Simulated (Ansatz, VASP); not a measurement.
Li2O: VASP beside Ansatz

Contents of INCAR:

```
  ALGO = Normal
  EDIFF = 1E-6
  ENCUT = 750
  GGA = PS
  GGA_COMPAT = False
  ISIF = 2
  ISMEAR = 0
  LASPH = True
  LCHARG = False
  LREAL = False
  LWAVE = False
  NBANDS = 13
  NELM = 120
  PREC = Accurate
  SIGMA = 0.01
```

Contents of KPOINTS:

```
k-points
0
Gamma
  8 8 8
```

Contents of POSCAR:

```
Li2O
1.0
    0.0000000000      2.2899348936      2.3013845680
    2.2899348936      0.0000000000      2.3013845680
    2.2899348936      2.2899348936      0.0000000000
Li O
2 1
Direct
    0.2500000000      0.2500000000      0.2500000000
    0.7500000000      0.7500000000      0.7500000000
    0.0000000000      0.0000000000      0.0000000000
```

Input for Ansatz:

```yaml
crystal:
  lattice:
    - [0.0, 2.28993489356, 2.30138456803]
    - [2.28993489356, 0.0, 2.30138456803]
    - [2.28993489356, 2.28993489356, 0.0]
  atoms:
    - { symbol: Li, position: [0.25, 0.25, 0.25] }
    - { symbol: Li, position: [0.75, 0.75, 0.75] }
    - { symbol: O, position: [0.0, 0.0, 0.0] }
kpoints:
  mp_grid: { grid: [8, 8, 8] }
scf:
  occupations: { method: fixed }
  convergence: { dr2_threshold: 1.0e-10 }
hamiltonian:
  xc: pbesol
  pseudopotentials: { kind: all_electron, lapw: { basis_error: 0.0005 } }
output:
  forces: true
  stress: true
  eigenstates:
    kpoints:
      - [0.0, 0.0, 0.0]
      - [0.0, -0.5, -0.5]
      - [-0.5, 0.0, -0.5]
      - [-0.5, -0.5, 0.0]
      - [-0.5, 0.0, 0.0]
      - [0.0, -0.5, 0.0]
      - [0.0, 0.0, -0.5]
      - [-0.5, -0.5, -0.5]
  eigenvalues: true
```

Change from the starting cell: z stretched by +0.5 %, x and y held.

Alike in both runs: task single point; functional PBEsol; k mesh 8 × 8 × 8; no spin polarisation.

```csv
,VASP,Ansatz
version,VASP 6.6.1,Ansatz 0.2.0
potentials or method,"VASP PAW PBE potentials, release 64 (Li_sv, O), cutoff 750 eV","all-electron LAPW, scalar-relativistic"
occupations,"gaussian, width 0.01 eV",fixed
```

|  | VASP | Ansatz | Ansatz less VASP |
| --- | --- | --- | --- |
| gap on the k mesh at the Fermi level (eV) | 4.85 | 4.86 | +0.008 |
| pressure (GPa) | -0.3 | -0.5 | -0.21 |
| traceless stress, the component that is largest in VASP (GPa) | -0.63 | -0.63 | -0.002 |

VASP's potentials were made for PBE, not for PBEsol. Ansatz ran all-electron here, and VASP with PAW potentials.
